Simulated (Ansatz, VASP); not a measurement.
## One calculation of SnTe, two programs

```
Sn Te
1.0
     5.06507    0.00000    0.00000
     2.53253    4.38648    0.00000
     2.53253    1.46216    4.13561
Sn Te
1 1
Direct
  0.00000 0.00000 0.00000
  0.75000 0.75000 0.75000
```

Alike in both runs: functional BLYP; dispersion D3(BJ); k mesh 4 × 4 × 4; no spin polarisation.

Ansatz relaxed the structure, and its values are those at the end. VASP's run is a single point on that final structure, the one shown.

|  | VASP | Ansatz |
| --- | --- | --- |
| version | VASP 6.6.1 | Ansatz 0.2.0 |
| potentials or method | VASP PAW PBE potentials, release 64 (Sn_d, Te) | plane waves, PAW |
| plane-wave cutoff (eV) | 500 | 420 |
| occupations | gaussian, width 0.01 eV | fixed |
| valence electrons in the cell | 20 | 30 |

```tsv
	VASP	Ansatz	Ansatz less VASP
pressure (GPa)	0.0	0.0	-0.07
```

VASP's potentials were made for PBE, not for BLYP. VASP's potentials hold 20 valence electrons a cell and Ansatz's 30, so a difference there can come from the potentials and not from the codes. Ansatz's warnings: dispersion switch in reach, relaxed geometry near dispersion switch.

Spin-orbit coupling is off throughout.
